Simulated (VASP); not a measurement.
# SrCdSiS4 (Ama2) in VASP: single point with PBE

Aim: the single point of SrCdSiS4 with PBE.

All numbers are computed with VASP 6.6.1; they aren't measurements. Logs are shortened: lines on timing, memory, paths and dates and some standing lists are left out, and cuts for length are marked.

### 1 The cell of the first run

It takes space group Ama2 (No. 40, orthorhombic). Conventional cell: a = 10.282 Å, b = 10.155 Å, c = 6.370 Å, α = 90.00°, β = 90.00°, γ = 90.00°. Within 4.0 Å of Sr (site symmetry 2) lie 8 S at 3.01 to 3.16 Å and 2 Si at 3.85 Å. Cd (site symmetry m) has 5 S at 2.47 to 3.38 Å and 1 Si at 3.11 Å within 3.4 Å. Si (site symmetry m) has 4 S at 2.12 to 2.16 Å within 2.8 Å. S (site symmetry 1) has 1 Si at 2.15 Å and 1 Cd at 2.60 Å within 2.8 Å. S (site symmetry m) has 1 Si at 2.16 Å and 1 Cd at 2.47 Å and 2 Sr at 3.01 Å within 3.1 Å. Within 2.8 Å of S (site symmetry m) lie 1 Si at 2.12 Å and 1 Cd at 2.64 Å.

### 2 Single point, PBE

INCAR

```
PREC = Accurate
ENCUT = 520
EDIFF = 1E-7
ISMEAR = -1
SIGMA = 0.02
LREAL = F
LASPH = T
NELM = 80
ALGO = Normal
ISIF = 2
LWAVE = F
LCHARG = T
GGA = PE
LELF = T
LVHAR = T
NBANDS = 63
```

KPOINTS

```
Automatic mesh
0
Gamma
  3 5 5
```

POSCAR

```
SrCdSiS4
1.0
   10.2821000000      0.0000000000      0.0000000000
    0.0000000000      5.0775500000      3.1849500000
    0.0000000000     -5.0775500000      3.1849500000
Sr Cd Si S
2 2 2 8
Direct
    0.0000000000      0.0018057550      0.0018057550
    0.5000000000      0.0018057550      0.0018057550
    0.7500000000      0.2740236527      0.6088187190
    0.2500000000      0.6088187190      0.2740236527
    0.7500000000      0.7065911703      0.2712236976
    0.2500000000      0.2712236976      0.7065911703
    0.4180532017      0.4642874547      0.9132238232
    0.5819467983      0.9132238232      0.4642874547
    0.0819467983      0.4642874547      0.9132238232
    0.9180532017      0.9132238232      0.4642874547
    0.7500000000      0.7130085423      0.9136826943
    0.2500000000      0.9136826943      0.7130085423
    0.7500000000      0.3255530290      0.1928044289
    0.2500000000      0.1928044289      0.3255530290
```

Potentials or basis: VASP PAW PBE potentials, release 64 (Sr_sv, Cd, Si, S).

Launch:

```bash
$ cat potpaw_PBE.64/Sr_sv/POTCAR potpaw_PBE.64/Cd/POTCAR potpaw_PBE.64/Si/POTCAR potpaw_PBE.64/S/POTCAR > POTCAR
$ mpirun -np 1 vasp_std > vasp.out
```

OUTCAR:

```text
PREC = Accurate
   ENCUT = 520
   EDIFF = 1E-7
   ISMEAR = -1
   LREAL = F
   LASPH = T
   NELM = 80
   ISIF = 2
   GGA = PE

 ion  position               nearest neighbor table
   1  0.000  0.002  0.002-  11 3.01  12 3.01  13 3.12  14 3.12  10 3.14   9 3.14   9 3.16  10 3.16
                             5 3.85   6 3.85   4 4.16   3 4.16   3 4.26   4 4.26
   2  0.500  0.002  0.002-  11 3.01  12 3.01  13 3.12  14 3.12   8 3.14   7 3.14   7 3.16   8 3.16
                             5 3.85   6 3.85   4 4.16   3 4.16   3 4.26   4 4.26
   3  0.750  0.274  0.609-  11 2.47  10 2.60   8 2.60  13 2.64   5 3.11   2 4.16   1 4.16   2 4.26
                             1 4.26
   4  0.250  0.609  0.274-  12 2.47   9 2.60   7 2.60  14 2.64   6 3.11   1 4.16   2 4.16   2 4.26
                             1 4.26
   5  0.750  0.707  0.271-  13 2.12  10 2.15   8 2.15  11 2.16   3 3.11   1 3.85   2 3.85
   6  0.250  0.271  0.707-  14 2.12   9 2.15   7 2.15  12 2.16   4 3.11   1 3.85   2 3.85
   7  0.418  0.464  0.913-   6 2.15   4 2.60   2 3.14   2 3.16
   8  0.582  0.913  0.464-   5 2.15   3 2.60   2 3.14   2 3.16
   9  0.082  0.464  0.913-   6 2.15   4 2.60   1 3.14   1 3.16
  10  0.918  0.913  0.464-   5 2.15   3 2.60   1 3.14   1 3.16
  11  0.750  0.713  0.914-   5 2.16   3 2.47   1 3.01   2 3.01
  12  0.250  0.914  0.713-   6 2.16   4 2.47   1 3.01   2 3.01
  13  0.750  0.326  0.193-   5 2.12   3 2.64   1 3.12   2 3.12
  14  0.250  0.193  0.326-   6 2.12   4 2.64   1 3.12   2 3.12

  LATTYP: Found a base centered orthorhombic cell.
 ALAT       =     6.3699000000
 B/A-ratio  =     1.5942322485
 C/A-ratio  =     1.6141697672

  Lattice vectors:

 A1 = (   0.0000000000,   5.0775500000,   3.1849500000)
 A2 = (   0.0000000000,  -5.0775500000,   3.1849500000)
 A3 = (  10.2821000000,   0.0000000000,   0.0000000000)

Analysis of symmetry for initial positions (statically):
=====================================================================
 Subroutine PRICEL returns:
 Original cell was already a primitive cell.

 Routine SETGRP: Setting up the symmetry group for a
 base centered orthorhombic supercell.

 Subroutine GETGRP returns: Found  4 space group operations
 (whereof  2 operations were pure point group operations)
 out of a pool of  8 trial point group operations.

The static configuration has the point symmetry C_2 .
 The point group associated with its full space group is C_2v.

Analysis of symmetry for dynamics (positions and initial velocities):
=====================================================================
[... 144 lines left out ...]
   EFERMI_NEDOS =   21; number of points for ismear=-14 and -15
   IALGO  =     38    algorithm
   IMIX   =      4    mixing-type and parameters
     AMIX     =   0.40;   BMIX     =  1.00
     AMIX_MAG =   1.60;   BMIX_MAG =  1.00
  volume/ion in A,a.u.               =      23.75       160.30
  Fermi-wavevector in a.u.,A,eV,Ry     =   1.096778  2.072609 16.366738  1.202921
  Thomas-Fermi vector in A             =   2.233126
   LORBIT       =      0    0 simple, 1 ext, 2 COOP (PROOUT), +10 PAW based schemes
   GGA     = PE    functional components
   LHFCALC =     F    Hartree Fock is set to
   AEXX    =    0.0000 exact exchange contribution
   IVDW    =     0    specifies the selected vdW correction
   LEPSILON=     F    determine dielectric tensor
   LRPA    =     F    only Hartree local field effects (RPA)
 non-spin polarized calculation
  energy-cutoff  :      520.00
  volume of cell :      332.56
 maximum number of plane-waves:      8974
 NGX is ok and might be reduce to    80
   NGX = 39   NGY = 23   NGZ = 23

 number of electron     100.0000000 magnetization

 number of electron      99.9999993 magnetization

 Free energy of the ion-electron system (eV)
  ---------------------------------------------------
  ext. energy  EPLUGINS =         0.00000000
  ---------------------------------------------------
  free energy    TOTEN  =       -64.36546071 eV

  energy without entropy =      -64.36546071  energy(sigma->0) =      -64.36546071

 E-fermi :   2.8541     XC(G=0):  -9.0872

 val. band max:        2.4288825889   @ k =   0.0000  -0.4000   0.4000
 cond. band min:       5.3286089290   @ k =   0.0000   0.0000   0.0000
 fundamental gap:      2.8997263400
 Fermi energy:         2.8541040880

 k-point     1 :       0.0000    0.0000    0.0000
  band No.  band energies     occupation
      1     -31.4602      2.00000
      2     -31.4595      2.00000
      3     -13.6031      2.00000
      4     -13.5308      2.00000
      5     -13.5144      2.00000
      6     -13.4958      2.00000
[... 1159 lines left out ...]
     61       7.8757      0.00000
     62       7.9189      0.00000
 [bands above 62 left out]

------------------------ aborting loop because EDIFF is reached ----------------------------------------

  FORCE on cell =-STRESS in cart. coord.  units (eV):
  Direction    XX          YY          ZZ          XY          YZ          ZX
  --------------------------------------------------------------------------------------
  -------------------------------------------------------------------------------------
  Total        3.2049268      3.0477545      3.4287750      0.0000000      0.0000000      0.0000000
  in kB       15.4404536     14.6832406     16.5188921      0.0000000      0.0000000      0.0000000
  external PRESSURE =      15.5475288 kB  Pullay stress =       0.0000000 kB

 VOLUME and BASIS-vectors are now :
 -----------------------------------------------------------------------------
  energy-cutoff  :      520.00
  volume of cell :      332.56
      direct lattice vectors                 reciprocal lattice vectors
    10.282100000  0.000000000  0.000000000     0.097256397  0.000000000  0.000000000
     0.000000000  5.077550000  3.184950000     0.000000000  0.098472689  0.156988336
     0.000000000 -5.077550000  3.184950000     0.000000000 -0.098472689  0.156988336

 POSITION                                       TOTAL-FORCE (eV/Angst)
 -----------------------------------------------------------------------------------
      0.00000      0.00000      0.01150         0.000000      0.000000      0.004536
      5.14105      0.00000      0.01150         0.000000      0.000000      0.004536
      7.71157     -1.69994      2.81181        -0.000000      0.000600      0.000643
      2.57052      1.69994      2.81181         0.000000     -0.000600      0.000643
      7.71157      2.21060      3.11429         0.000000     -0.006207      0.007309
      2.57052     -2.21060      3.11429         0.000000      0.006207      0.007309
      4.29846     -2.27950      4.38730        -0.007246      0.015110     -0.037894
      5.98364      2.27950      4.38730         0.007246     -0.015110     -0.037894
      0.84259     -2.27950      4.38730         0.007246      0.015110     -0.037894
      9.43951      2.27950      4.38730        -0.007246     -0.015110     -0.037894
      7.71157     -1.01893      5.18093         0.000000     -0.015834      0.039880
      2.57052      1.01893      5.18093        -0.000000      0.015834      0.039880
      7.71157      0.67404      1.65094         0.000000      0.046897      0.023420
      2.57052     -0.67404      1.65094         0.000000     -0.046897      0.023420
 -----------------------------------------------------------------------------------
    total drift:                               -0.000000      0.000001     -0.000027

  FREE ENERGIE OF THE ION-ELECTRON SYSTEM (eV)
  ---------------------------------------------------
  free  energy   TOTEN  =       -64.3654607111 eV

  energy  without entropy=      -64.3654607111  energy(sigma->0) =      -64.36546071
```

OSZICAR:

```text
N       E                     dE             d eps       ncg     rms          rms(c)
DAV:   1     0.635913930015E+03    0.63591E+03   -0.45816E+04  2268   0.142E+03
DAV:   2    -0.119845777660E+02   -0.64790E+03   -0.62696E+03  2706   0.305E+02
DAV:   3    -0.658797778487E+02   -0.53895E+02   -0.53584E+02  2896   0.825E+01
DAV:   4    -0.675603344879E+02   -0.16806E+01   -0.16750E+01  3520   0.141E+01
DAV:   5    -0.676293324045E+02   -0.68998E-01   -0.68975E-01  3416   0.206E+00    0.285E+01
DAV:   6    -0.645533094788E+02    0.30760E+01   -0.62365E+00  3088   0.164E+01    0.197E+01
DAV:   7    -0.644452982431E+02    0.10801E+00   -0.49071E+00  2712   0.844E+00    0.453E+00
DAV:   8    -0.643599232846E+02    0.85375E-01   -0.10878E+00  2795   0.598E+00    0.216E+00
DAV:   9    -0.643628882692E+02   -0.29650E-02   -0.59179E-02  2736   0.171E+00    0.750E-01
DAV:  10    -0.643639117204E+02   -0.10235E-02   -0.78184E-03  3018   0.340E-01    0.297E-01
DAV:  11    -0.643653107837E+02   -0.13991E-02   -0.33249E-03  2616   0.271E-01    0.129E-01
DAV:  12    -0.643652985956E+02    0.12188E-04   -0.46727E-04  2762   0.120E-01    0.861E-02
DAV:  13    -0.643654331831E+02   -0.13459E-03   -0.14611E-04  2536   0.499E-02    0.308E-02
DAV:  14    -0.643654564330E+02   -0.23250E-04   -0.30483E-05  2704   0.244E-02    0.102E-02
DAV:  15    -0.643654580292E+02   -0.15962E-05   -0.26606E-06  3352   0.526E-03    0.571E-03
DAV:  16    -0.643654606284E+02   -0.25992E-05   -0.33963E-06  2520   0.764E-03    0.537E-03
DAV:  17    -0.643654607318E+02   -0.10345E-06   -0.29360E-07  2352   0.217E-03    0.271E-03
DAV:  18    -0.643654607111E+02    0.20712E-07   -0.12538E-07  1904   0.194E-03
   1 F= -.64365461E+02 E0= -.64365461E+02  d E =-.377700E-10
```

stdout:

```text
POSCAR found type information on POSCAR SrCdSiS
 POSCAR found :  4 types and      14 ions
 scaLAPACK will be used
 LDA part: xc-table for (Slater+PW92), standard interpolation
 POSCAR, INCAR and KPOINTS ok, starting setup
 FFT: planning ... GRIDC
 FFT: planning ... GRID_SOFT
 FFT: planning ... GRID
 WAVECAR not read
 entering main loop
```

Run time: 6.6 min. Hardware: 1 thread of Intel Xeon Platinum 8488C (Sapphire Rapids), shared host; peak memory 0.66 GiB.

What came out:

```
Free energy            : -64.3655 eV
Pressure               : 1.6 GPa
Largest force          : 0.052 eV/Å
Band gap on the k mesh : 2.90 eV (least direct gap 3.10 eV)
```

Forces on the atoms (eV/Å):
```
Sr   0.000  0.000  0.005
Sr   0.000  0.000  0.005
Cd   0.000  0.001  0.001
Cd   0.000 -0.001  0.001
Si   0.000 -0.006  0.007
Si   0.000  0.006  0.007
S   -0.007  0.015 -0.038
S    0.007 -0.015 -0.038
S    0.007  0.015 -0.038
S   -0.007 -0.015 -0.038
S    0.000 -0.016  0.040
S    0.000  0.016  0.040
S    0.000  0.047  0.023
S    0.000 -0.047  0.023
```

Stress tensor (GPa, compression positive):
```
1.54 0.00 0.00
0.00 1.47 0.00
0.00 0.00 1.65
```
